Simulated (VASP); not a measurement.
A run of VASP 6.6.1 is set up as follows.

INCAR

```
PREC = Accurate
ENCUT = 520
EDIFF = 1E-7
ISMEAR = 0
SIGMA = 0.1
LREAL = False
LASPH = True
NELM = 60
ALGO = Normal
ISIF = 2
LWAVE = False
LCHARG = True
LDIPOL = True
IDIPOL = 3
DIPOL = 0.5 0.5 0.354
GGA = PE
LELF = True
LVHAR = True
LVACPOTAV = True
NBANDS = 34
```

The input KPOINTS:

```
regular mesh
0
Gamma
  8 8 1
```

POSCAR

```
Ti4C
1.0
    3.2555055347      0.0000000000      0.0000000000
    0.0000000000      3.2555055347      0.0000000000
    0.0000000000      0.0000000000     20.1798089631
Ti C
4 1
Direct
    0.5000000000      0.5000000000      0.1982179320
    0.0000000000      0.0000000000      0.2788803788
    0.5000000000      0.5000000000      0.3551905195
    0.0000000000      0.0000000000      0.4301234456
    0.0000000000      0.2500000000      0.5095889556
```

Potentials or basis: VASP PAW PBE potentials, release 64 (Ti_sv, C).

Launch:

```bash
$ cat potpaw_PBE.64/Ti_sv/POTCAR potpaw_PBE.64/C/POTCAR > POTCAR
$ mpirun -np 1 vasp_std > vasp.out
```

(1) Estimate the largest force.

(2) Predict the band gap on the k mesh.

## Answers

(1) 2.279 eV/Å.

(2) zero (bands 26 and 27 overlap by 0.69 eV).
